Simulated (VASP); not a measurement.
The system is Os.

```
Os
1.0
     2.69715    0.00000    0.00000
    -1.34857    2.33580    0.00000
     0.00000    0.00000    4.26132
Os
2
Cartesian
  1.3486 0.7786 3.1960
  0.0000 1.5572 1.0653
```

Base run:

```yaml
Program: VASP 6.6.1
Functional: BLYP
Dispersion: D4
Potentials_or_basis: VASP PAW PBE potentials, release 64 (Os)
Cutoff: 520 eV
k_mesh: 11 × 11 × 6
Occupations: fermi-dirac, width 0.05 eV
Spin: no spin polarisation
```

Its results: band gap on the k mesh zero (band 8 reaches 12.95 eV, above the bottom of band 9 at 8.79 eV); pressure 35.3 GPa.

The run is repeated on the same cell with these changes: functional from BLYP to PBE. What comes out?

Band gap on the k mesh zero (band 8 reaches 12.36 eV, above the bottom of band 9 at 8.21 eV); pressure 21.1 GPa.

PBE binds more tightly than BLYP, so the same cell stands under less pressure.

Caveats: spin-orbit coupling is left out, which moves the levels of the heavy elements; pairwise dispersion overbinds metals, which lowers pressure and volume; the PAW data sets were made with another functional, which shifts forces and pressure a little (some runs).
